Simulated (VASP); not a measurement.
# Ti12N12O in VASP: single point with PBE+D3(BJ)

Aim: the single point of Ti12N12O with PBE+D3(BJ).

All numbers are computed with VASP 6.6.1; they aren't measurements. Logs are shortened: lines on timing, memory, paths and dates and some standing lists are left out, and cuts for length are marked.

## 1. The cell of the first run

The cell holds a slab with vacuum, 25 atoms: a = 5.947 Å, b = 5.947 Å, c = 21.553 Å, α = 90.00°, β = 90.00°, γ = 90.00°.

## 2. Single point, PBE+D3(BJ)

INCAR

```
PREC = Accurate
ENCUT = 520
EDIFF = 1E-6
ISMEAR = 0
SIGMA = 0.1
LREAL = Auto
LASPH = T
NELM = 100
ALGO = Normal
ISIF = 2
LWAVE = F
LCHARG = T
LDIPOL = T
IDIPOL = 3
DIPOL = 0.5 0.5 0.292
GGA = PE
IVDW = 12
LELF = T
LVHAR = T
LVACPOTAV = T
NBANDS = 123
```

KPOINTS

```
regular mesh
0
Gamma
  5 5 1
```

POSCAR

```
Ti12N12O
1.0
    5.9473589866      0.0000000000      0.0000000000
    0.0000000000      5.9473589866      0.0000000000
    0.0000000000      0.0000000000     21.5533569335
Ti N O
12 12 1
Direct
    0.2500000000      0.2500000000      0.1855859397
    0.2500000000      0.7500000000      0.1855859397
    0.7500000000      0.2500000000      0.1855859397
    0.7500000000      0.7500000000      0.1855859397
    0.0000000000      0.0000000000      0.2814770362
    0.0000000000      0.5000000000      0.2814770362
    0.5000000000      0.0000000000      0.2814770362
    0.5000000000      0.5000000000      0.2814770362
    0.2500000000      0.2500000000      0.3733135280
    0.2500000000      0.7500000000      0.3733135280
    0.7500000000      0.2500000000      0.3733135280
    0.7500000000      0.7500000000      0.3733135280
    0.0000000000      0.0000000000      0.1855859397
    0.0000000000      0.5000000000      0.1855859397
    0.5000000000      0.0000000000      0.1855859397
    0.5000000000      0.5000000000      0.1855859397
    0.2500000000      0.2500000000      0.2799709833
    0.2500000000      0.7500000000      0.2799709833
    0.7500000000      0.2500000000      0.2799709833
    0.7500000000      0.7500000000      0.2799709833
    0.0000000000      0.0000000000      0.3829267505
    0.0000000000      0.5000000000      0.3829267505
    0.5000000000      0.0000000000      0.3829267505
    0.5000000000      0.5000000000      0.3829267505
    0.1666666667      0.2500000000      0.5360351508
```

Potentials or basis: VASP PAW PBE potentials, release 64 (Ti_sv, N, O).

On the command line:

```sh
$ cat potpaw_PBE.64/Ti_sv/POTCAR potpaw_PBE.64/N/POTCAR potpaw_PBE.64/O/POTCAR > POTCAR
$ mpirun -np 1 vasp_std > vasp.out
```

OUTCAR:

```text
PREC = Accurate
   ENCUT = 520
   EDIFF = 1E-6
   ISMEAR = 0
   LREAL = Auto
   LASPH = T
   NELM = 100
   ISIF = 2
   GGA = PE
   IVDW = 12
 IVDW          = 12

 ion  position               nearest neighbor table
   1  0.250  0.250  0.186-  17 2.03  14 2.10  15 2.10  16 2.10  13 2.10
   2  0.250  0.750  0.186-  18 2.03  14 2.10  15 2.10  16 2.10  13 2.10
   3  0.750  0.250  0.186-  19 2.03  14 2.10  15 2.10  16 2.10  13 2.10
   4  0.750  0.750  0.186-  20 2.03  14 2.10  15 2.10  16 2.10  13 2.10
   5  0.000  0.000  0.281-  13 2.07  17 2.10  18 2.10  19 2.10  20 2.10  21 2.19  11 2.89  12 2.89
                             9 2.89  10 2.89
   6  0.000  0.500  0.281-  14 2.07  17 2.10  18 2.10  19 2.10  20 2.10  22 2.19  11 2.89  12 2.89
                             9 2.89  10 2.89
   7  0.500  0.000  0.281-  15 2.07  17 2.10  18 2.10  19 2.10  20 2.10  23 2.19  11 2.89  12 2.89
                             9 2.89  10 2.89
   8  0.500  0.500  0.281-  16 2.07  17 2.10  18 2.10  19 2.10  20 2.10  24 2.19  11 2.89  12 2.89
                             9 2.89  10 2.89
   9  0.250  0.250  0.373-  17 2.01  21 2.11  22 2.11  23 2.11  24 2.11   6 2.89   7 2.89   8 2.89
                             5 2.89
  10  0.250  0.750  0.373-  18 2.01  21 2.11  22 2.11  23 2.11  24 2.11   6 2.89   7 2.89   8 2.89
                             5 2.89
  11  0.750  0.250  0.373-  19 2.01  21 2.11  22 2.11  23 2.11  24 2.11   6 2.89   7 2.89   8 2.89
                             5 2.89
  12  0.750  0.750  0.373-  20 2.01  21 2.11  22 2.11  23 2.11  24 2.11   6 2.89   7 2.89   8 2.89
                             5 2.89
  13  0.000  0.000  0.186-   5 2.07   2 2.10   3 2.10   4 2.10   1 2.10
  14  0.000  0.500  0.186-   6 2.07   2 2.10   3 2.10   4 2.10   1 2.10
  15  0.500  0.000  0.186-   7 2.07   2 2.10   3 2.10   4 2.10   1 2.10
  16  0.500  0.500  0.186-   8 2.07   2 2.10   3 2.10   4 2.10   1 2.10
  17  0.250  0.250  0.280-   9 2.01   1 2.03   6 2.10   7 2.10   8 2.10   5 2.10
  18  0.250  0.750  0.280-  10 2.01   2 2.03   6 2.10   7 2.10   8 2.10   5 2.10
  19  0.750  0.250  0.280-  11 2.01   3 2.03   6 2.10   7 2.10   8 2.10   5 2.10
  20  0.750  0.750  0.280-  12 2.01   4 2.03   6 2.10   7 2.10   8 2.10   5 2.10
  21  0.000  0.000  0.383-   9 2.11  10 2.11  11 2.11  12 2.11   5 2.19
  22  0.000  0.500  0.383-   9 2.11  10 2.11  11 2.11  12 2.11   6 2.19
  23  0.500  0.000  0.383-   9 2.11  10 2.11  11 2.11  12 2.11   7 2.19
  24  0.500  0.500  0.383-   9 2.11  10 2.11  11 2.11  12 2.11   8 2.19
  25  0.167  0.250  0.536-

  LATTYP: Found a simple tetragonal cell.
 ALAT       =     5.9473589866
 C/A-ratio  =     3.6240215165

  Lattice vectors:

 A1 = (   5.9473589866,   0.0000000000,   0.0000000000)
 A2 = (   0.0000000000,   5.9473589866,   0.0000000000)
 A3 = (   0.0000000000,   0.0000000000,  21.5533569335)

Analysis of symmetry for initial positions (statically):
=====================================================================
 Subroutine PRICEL returns:
[... 173 lines left out ...]
   IMIX   =      4    mixing-type and parameters
     AMIX     =   0.40;   BMIX     =  1.00
     AMIX_MAG =   1.60;   BMIX_MAG =  1.00
  volume/ion in A,a.u.               =      30.49       205.79
  Fermi-wavevector in a.u.,A,eV,Ry     =   1.065189  2.012916 15.437559  1.134629
  Thomas-Fermi vector in A             =   2.200733
   LORBIT       =      0    0 simple, 1 ext, 2 COOP (PROOUT), +10 PAW based schemes
   GGA     = PE    functional components
   LHFCALC =     F    Hartree Fock is set to
   AEXX    =    0.0000 exact exchange contribution
   IVDW    =    12    specifies the selected vdW correction
   LEPSILON=     F    determine dielectric tensor
   LRPA    =     F    only Hartree local field effects (RPA)
 non-spin polarized calculation
 Gauss-broadening in eV      SIGMA  =   0.10
  energy-cutoff  :      520.00
  volume of cell :      762.37
 maximum number of plane-waves:     20550
 NGX is ok and might be reduce to    48
   NGX = 23   NGY = 23   NGZ = 81

 dipolmoment           0.000000      0.000000     -0.041020 electrons x Angstroem

 number of electron     209.9999957 magnetization

 dipolmoment           0.000000      0.000000      1.001086 electrons x Angstroem

 Free energy of the ion-electron system (eV)
  ---------------------------------------------------
  ext. energy  EPLUGINS =         0.00000000
  ---------------------------------------------------
  free energy    TOTEN  =      -231.32168751 eV

  energy without entropy =     -231.15928119  energy(sigma->0) =     -231.24048435

 E-fermi :   0.2428     XC(G=0):  -5.0203

 val. band max:        0.2327838486   @ k =   0.2000   0.2000   0.0000
 cond. band min:       0.2558183990   @ k =   0.2000   0.0000   0.0000
 fundamental gap:      0.0230345504
 Fermi energy:         0.2428087482

 k-point     1 :       0.0000    0.0000    0.0000
  band No.  band energies     occupation
      1     -57.7297      2.00000
      2     -57.6898      2.00000
      3     -57.6861      2.00000
      4     -57.6506      2.00000
      5     -57.5901      2.00000
      6     -57.5509      2.00000
[... 1069 lines left out ...]
    116       1.3558      0.00000
    117       1.3571      0.00000
 [bands above 117 left out]

------------------------ aborting loop because EDIFF is reached ----------------------------------------

 Edisp (eV)   -7.71740

 E8    (eV) :    -3.3904

  FORCE on cell =-STRESS in cart. coord.  units (eV):
  Direction    XX          YY          ZZ          XY          YZ          ZX
  --------------------------------------------------------------------------------------
  -------------------------------------------------------------------------------------
  Total     -15.15217   -15.05099    -2.25950     0.00000     0.00000     0.19688
  in kB     -31.84359   -31.63096    -4.74853     0.00000     0.00000     0.41377
  external pressure =      -22.74 kB  Pullay stress =        0.00 kB

 VOLUME and BASIS-vectors are now :
 -----------------------------------------------------------------------------
  energy-cutoff  :      520.00
  volume of cell :      762.37
      direct lattice vectors                 reciprocal lattice vectors
     5.947358987  0.000000000  0.000000000     0.168141860  0.000000000  0.000000000
     0.000000000  5.947358987  0.000000000     0.000000000  0.168141860  0.000000000
     0.000000000  0.000000000 21.553356934     0.000000000  0.000000000  0.046396485

 POSITION                                       TOTAL-FORCE (eV/Angst)
 -----------------------------------------------------------------------------------
      1.48684      1.48684      4.00000        -0.003531      0.000000      1.718475
      1.48684      4.46052      4.00000         0.000287      0.000000      1.815888
      4.46052      1.48684      4.00000         0.003166      0.000000      1.807664
      4.46052      4.46052      4.00000         0.001943      0.000000      1.846129
      0.00000      0.00000      6.06678        -0.008847     -0.016844      0.014458
      0.00000      2.97368      6.06678        -0.008847      0.016844      0.014458
[... 17 lines left out ...]
      2.97368      2.97368      8.25336         0.042040      0.040857     -0.536321
      0.99123      1.48684     11.55336         0.054759      0.000000     -0.912496
 -----------------------------------------------------------------------------------
    total drift:                               -0.000145     -0.000000     -0.039775

  FREE ENERGIE OF THE ION-ELECTRON SYSTEM (eV)
  ---------------------------------------------------
  free  energy   TOTEN  =      -239.0390882665 eV

  energy  without entropy=     -238.8766819467  energy(sigma->0) =     -238.95788511

 vacuum level on the upper side and lower side of the slab         7.762         2.640
```

Wall time 74 min (1 thread of Intel Xeon Platinum 8488C (Sapphire Rapids), shared host); peak memory 1.1 GiB.

Results:

| Property | Result |
| --- | --- |
| Free energy | -239.0391 eV |
| Largest force | 1.853 eV/Å |
| Band gap on the k mesh | zero (bands 105 and 106 overlap by 0.31 eV) |
| Dispersion energy per atom | -0.309 eV |

Forces in eV/Å, atoms in the order of the input:
```
Ti  -0.004  0.000  1.718
Ti   0.000  0.000  1.816
Ti   0.003  0.000  1.808
Ti   0.002  0.000  1.846
Ti  -0.009 -0.017  0.014
Ti  -0.009  0.017  0.014
Ti   0.006 -0.001  0.018
Ti   0.006  0.001  0.018
Ti  -0.117  0.000  1.548
Ti  -0.040  0.000  0.729
Ti   0.081  0.000  0.778
Ti   0.041  0.000  0.589
N   -0.001 -0.005 -1.842
N   -0.001  0.005 -1.842
N    0.000  0.003 -1.853
N    0.000 -0.003 -1.853
N    0.006  0.000 -0.105
N   -0.004  0.000 -0.064
N   -0.003  0.000 -0.064
N    0.005  0.000 -0.067
N   -0.050 -0.066 -0.612
N   -0.050  0.066 -0.612
N    0.042 -0.041 -0.536
N    0.042  0.041 -0.536
O    0.055  0.000 -0.912
```

The gap in the log of VASP goes by the Fermi energy; the results here count the filled bands.